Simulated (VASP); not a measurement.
P, 2 atoms in the cell. Symmetry: P4/nmm, No. 129, tetragonal system. The conventional cell has a = 3.053 Å, b = 3.053 Å, c = 3.921 Å, α = 90.00°, β = 90.00°, γ = 90.00°. Within 3.1 Å of P (site symmetry 4mm) lie 8 P at 2.36 to 3.05 Å. The cell was built from a structure type or drawn by symmetry, and may not be a known phase.

```yaml
Program: VASP 6.6.1
Task: single point
Functional: PBE
Potentials_or_basis: VASP PAW PBE potentials, release 64 (P)
Cutoff: 520 eV
k_mesh: 18 × 18 × 14
Occupations: gaussian, width 0.1 eV
Spin: no spin polarisation
Dipole_correction: no
Further_INCAR_settings: ALGO = Normal; EDIFF = 1e-07; NBANDS = 12
```

Potentials or basis: VASP PAW PBE potentials, release 64 (P).

Command:

```sh
$ cat potpaw_PBE.64/P/POTCAR > POTCAR
$ mpirun -np 1 vasp_std > vasp.out
```

Hardware: 1 thread of Intel(R) Xeon(R) 6975P-C (Granite Rapids), on a shared host.

Problem. Estimate the wall time of this run.

Solution. Wall time 43 s on 1 thread of Intel(R) Xeon(R) 6975P-C (Granite Rapids), with other jobs on the host, peak memory 0.25 GiB. Counts: scf iterations 12, k points 440.
